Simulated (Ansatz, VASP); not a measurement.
# Two plane-wave programs on RbTi3

```
Rb Ti
1.0
     4.43661    0.00000    0.00000
     0.00000    4.43661    0.00000
     0.00000    0.00000    4.43661
Rb Ti
1 3
Direct
  0.00000 0.00000 0.00000
  0.00000 0.50000 0.50000
  0.50000 0.00000 0.50000
  0.50000 0.50000 0.00000
```

Alike in both runs: functional PBE; k mesh 10 × 10 × 10; occupations gaussian, width 0.1 eV; no spin polarisation.

Ansatz relaxed the structure, and its values are those at the end. VASP's run is a single point on that final structure, the one shown.

|  | VASP | Ansatz |
| --- | --- | --- |
| version | VASP 6.6.1 | Ansatz 0.2.0 |
| potentials or method | VASP PAW PBE potentials, release 64 (Rb_sv, Ti_sv), cutoff 520 eV | scalar-relativistic, plane waves, PAW |
| valence electrons in the cell | 45 | 45 |

Ansatz gave:

| Item | Value |
| --- | --- |
| gap on the k mesh at the Fermi level (eV) | none |
| pressure (GPa) | 0.0 |

Question: Estimate VASP's values.

Answer: gap on the k mesh at the Fermi level (eV): none; pressure (GPa): 0.2.

A gap of «none» marks a metal or a gap that the smearing closes.
